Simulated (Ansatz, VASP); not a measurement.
**One calculation of SiC, two programs**

File POSCAR:

```
SiC
1.0
    3.0753565471      0.0000000000      0.0000000000
   -1.5376782736      2.6633368955      0.0000000000
    0.0000000000      0.0000000000      5.0481095356
Si C
2 2
Direct
    0.3333333333      0.6666666667      0.0045919551
    0.6666666667      0.3333333333      0.5045919551
    0.3333333333      0.6666666667      0.3804080449
    0.6666666667      0.3333333333      0.8804080449
```

File INCAR.step1:

```
SYSTEM = SiC
PREC     = Accurate       ! precision mode
ENCUT    = 520            ! plane-wave cutoff, eV
ISMEAR   = 0              ! smearing method
SIGMA    = 0.01           ! smearing width, eV
LREAL    = .FALSE.        ! projectors in reciprocal space
LASPH    = .TRUE.         ! aspherical terms in the spheres
NELM     = 80             ! most SCF steps
NBANDS   = 16             ! bands
GGA      = PE             ! functional
ALGO     = Normal         ! electronic algorithm
EDIFF    = 1E-4           ! SCF threshold, eV
LWAVE    = .TRUE.         ! write WAVECAR
LCHARG   = .FALSE.        ! write CHGCAR
```

File INCAR.step2:

```
SYSTEM = SiC
PREC     = Accurate       ! precision mode
ENCUT    = 520            ! plane-wave cutoff, eV
EDIFF    = 1E-6           ! SCF threshold, eV
ISMEAR   = 0              ! smearing method
SIGMA    = 0.01           ! smearing width, eV
LREAL    = .FALSE.        ! projectors in reciprocal space
LASPH    = .TRUE.         ! aspherical terms in the spheres
NELM     = 80             ! most SCF steps
ALGO     = Normal         ! electronic algorithm
ISIF     = 2              ! what is computed and relaxed
LWAVE    = .FALSE.        ! write WAVECAR
LCHARG   = .FALSE.        ! write CHGCAR
METAGGA  = R2SCAN         ! meta-GGA
LMIXTAU  = .TRUE.       
NBANDS   = 16             ! bands
ISTART   = 1
```

KPOINTS

```
regular mesh
0
G
  12 12 6
  0 0 0
```

Input for Ansatz:

```yaml
crystal:
  lattice:
    - [3.0753565471, 0.0, 0.0]
    - [-1.5376782736, 2.6633368955, 0.0]
    - [0.0, 0.0, 5.0481095356]
  atoms:
    - { symbol: Si, position: [0.3333333333, 0.6666666667, 0.0045919551] }
    - { symbol: Si, position: [0.6666666667, 0.3333333333, 0.5045919551] }
    - { symbol: C, position: [0.3333333333, 0.6666666667, 0.3804080449] }
    - { symbol: C, position: [0.6666666667, 0.3333333333, 0.8804080449] }
kpoints:
  mp_grid: { grid: [12, 12, 6] }
  band_path:
    path:
      - [0.0, 0.0, 0.0]
      - [0.5, 0.0, 0.0]
      - [0.3333333333, 0.3333333333, 0.0]
      - [0.0, 0.0, 0.5]
      - [0.5, 0.0, 0.5]
      - [0.3333333333, 0.3333333333, 0.5]
    npoints: 1
hamiltonian:
  xc: r2scan
scf:
  occupations: { method: fixed }
  n_extra_bands: 5
output:
  forces: true
  stress: true
  eigenvalues: true
```

Alike in both runs: task single point; functional r2SCAN; k mesh 12 × 12 × 6; no spin polarisation.

```csv
,VASP,Ansatz
version,VASP 6.6.1,Ansatz 0.2.0
potentials or method,"VASP PAW PBE potentials, release 64 (Si, C)","plane waves, PAW"
plane-wave cutoff (eV),520,500
occupations,"gaussian, width 0.01 eV",fixed
valence electrons in the cell,16,16
```

```csv
,VASP,Ansatz,Ansatz less VASP
gap on the k mesh at the Fermi level (eV),2.66,2.65,-0.007
pressure (GPa),-0.2,0.0,+0.18
```

VASP's potentials were made for PBE, not for r2SCAN.
